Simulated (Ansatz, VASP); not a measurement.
# Two plane-wave programs on CrO2

```
Cr O
1.0
     4.44805    0.00000    0.00000
     0.00000    4.52923    0.00000
     0.00000    0.00000    2.98596
Cr O
2 4
Direct
  0.49998 0.50001 0.50280
  0.99999 0.00001 0.00278
  0.80452 0.19157 0.50279
  0.19550 0.80841 0.50279
  0.69550 0.69158 0.00279
  0.30451 0.30842 0.00279
```

Alike in both runs: functional LDA; k mesh 4 × 4 × 6; occupations fermi-dirac, width 0.05 eV; collinear spin.

Ansatz relaxed the structure, and its values are those at the end. VASP's run is a single point on that final structure, the one shown.

```csv
,VASP,Ansatz
version,VASP 6.6.1,Ansatz 0.2.0
potentials or method,"VASP PAW LDA potentials, release 64 (Cr_pv, O)","plane waves, PAW"
plane-wave cutoff (eV),520,420
valence electrons in the cell,48,52
```

```tsv
	VASP	Ansatz	Ansatz less VASP
rms of the force components (eV/Å)	0.011	0.000	-0.0105
net moment per atom (μB)	0.67	0.67	0.000
size of the moment on the site where the two differ most (μB)	2.06	1.75	-0.310
```

LDA's correlation is that of Perdew and Zunger in VASP and of Perdew and Wang (1992) in Ansatz. Site moments also hang on the region over which each program counts them. VASP's potentials hold 48 valence electrons a cell and Ansatz's 52, so a difference there can come from the potentials and not from the codes.
